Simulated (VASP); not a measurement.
The system is ScAl2.

```
Sc Al
1.0
     0.00000    3.77765    3.77765
     3.77765    0.00000    3.77765
     3.77765    3.77765    0.00000
Sc Al
2 4
Direct
  0.50000 0.50000 0.50000
  0.75000 0.75000 0.75000
  0.12500 0.12500 0.12500
  0.62500 0.12500 0.12500
  0.12500 0.62500 0.12500
  0.12500 0.12500 0.62500
```

Base run:

- Program: VASP 6.6.1
- Functional: PBEsol
- Potentials or basis: VASP PAW PBE potentials, release 64 (Sc_sv, Al)
- Cutoff: 520 eV
- k mesh: 8 × 8 × 8
- Occupations: fermi-dirac, width 0.1 eV
- Spin: no spin polarisation

Its results: band gap on the k mesh zero (bands 17 and 18 overlap by 2.37 eV); pressure -0.9 GPa.

Task: The run is repeated on the same cell with these changes: occupations from fermi-dirac, width 0.1 eV to fermi-dirac, width 0.5 eV. What comes out?

Result: Band gap on the k mesh zero (bands 17 and 18 overlap by 2.45 eV); pressure 0.6 GPa.

Caveats: the PAW data sets were made with another functional, which shifts forces and pressure a little; so wide a smearing shifts energies and pressures (at least some runs).
